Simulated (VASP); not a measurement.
## CaAlO: single point with PBE

Crystal: CaAlO.

```
Ca Al O
1.0
    -2.08172    2.32721    2.68763
     2.08172   -2.32721    2.68763
     2.08172    2.32721   -2.68763
Ca Al O
1 1 1
Direct
  0.00000 0.50000 0.50000
  0.50000 0.50000 0.00000
  0.50000 0.00000 0.50000
```

The cell was generated, and may not be a known phase.

```json
{
  "Program": "VASP 6.6.1",
  "Task": "single point",
  "Functional": "PBE",
  "Potentials or basis": "VASP PAW PBE potentials, release 64 (Ca_sv, Al, O)",
  "Cutoff": "520 eV",
  "k mesh": "6 × 6 × 6",
  "Occupations": "gaussian, width 0.1 eV",
  "Spin": "no spin polarisation",
  "Dipole correction": "no",
  "Further INCAR settings": "ALGO = Normal; EDIFF = 1e-07; NBANDS = 16"
}
```

- Pressure: 11.7 GPa
- Band gap on the k mesh: zero (an odd number of electrons rules out a gap without spin polarisation)

Stress tensor (GPa, compression positive):
```
-15.98   0.00   0.00
  0.00  58.02   0.00
  0.00   0.00  -6.99
```

Levels at points of the mesh, in eV from the Fermi level:
```
           k point  band 5  band 6  band 7  band 8  band 9  band 10  band 11  band 12  band 13  band 14
(0.00, 0.00, 0.00)  -18.62   -5.27   -4.87   -3.58   -3.54     0.80     1.42     1.89     2.13     3.25
(0.50, 0.00, 0.00)  -18.40   -5.63   -5.45   -3.91   -2.42     0.33     0.49     3.04     3.59     4.29
(0.00, 0.50, 0.00)  -18.35   -7.41   -4.28   -4.11   -0.71    -0.43     2.28     2.80     2.97     3.72
(0.50, 0.50, 0.00)  -18.47   -6.81   -3.97   -3.87   -1.09    -0.90     0.59     1.64     4.37     4.51
(0.50, 0.50, 0.50)  -18.49   -5.62   -4.75   -4.24   -3.37     1.50     1.58     3.20     3.37     3.60
```

Run time: 14 s on 1 thread of Intel(R) Xeon(R) 6975P-C (Granite Rapids) (shared host), peak memory 0.2 GiB.

Caveat: the stress differs along the axes, from -16 to 58 GPa.
